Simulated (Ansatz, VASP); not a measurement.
**One calculation of Mg9O8, two programs**

```
Mg O
1.0
     0.00000    4.18100    4.18100
     4.18100    0.00000    4.18100
     4.18100    4.18100    0.00000
Mg O
9 8
Direct
  0.00447 0.00451 0.00857
  0.00801 0.00753 0.50826
  0.02327 0.49715 0.99788
  0.00467 0.50796 0.50491
  0.49736 0.02287 0.99774
  0.50832 0.00451 0.50470
  0.45014 0.44959 0.95041
  0.49749 0.49716 0.52346
  0.58939 0.58884 0.08971
  0.23912 0.23879 0.26499
  0.25601 0.25569 0.75615
  0.23822 0.77865 0.27898
  0.23935 0.76448 0.73940
  0.77911 0.23794 0.27923
  0.76471 0.23892 0.73927
  0.74563 0.74532 0.24596
  0.77871 0.77851 0.73857
```

Alike in both runs: functional LDA; k mesh 2 × 2 × 2; occupations fermi-dirac, width 0.02 eV; no spin polarisation.

Ansatz relaxed the structure, and its values are those at the end. VASP's run is a single point on that final structure, the one shown.

|  | VASP | Ansatz |
| --- | --- | --- |
| version | VASP 6.6.1 | Ansatz 0.2.0 |
| potentials or method | VASP PAW LDA potentials, release 64 (Mg, O), cutoff 520 eV | scalar-relativistic, plane waves, PAW |
| valence electrons in the cell | 66 | 138 |

|  | VASP | Ansatz | Ansatz less VASP |
| --- | --- | --- | --- |
| rms of the force components (eV/Å) | 0.024 | 0.019 | -0.0055 |

Ansatz warns that its potentials were made for another functional, while VASP's fit it. LDA's correlation is that of Perdew and Zunger in VASP and of Perdew and Wang (1992) in Ansatz. VASP's potentials hold 66 valence electrons a cell and Ansatz's 138, so a difference there can come from the potentials and not from the codes.

The k mesh is coarse, so the values compare programs but aren't converged.
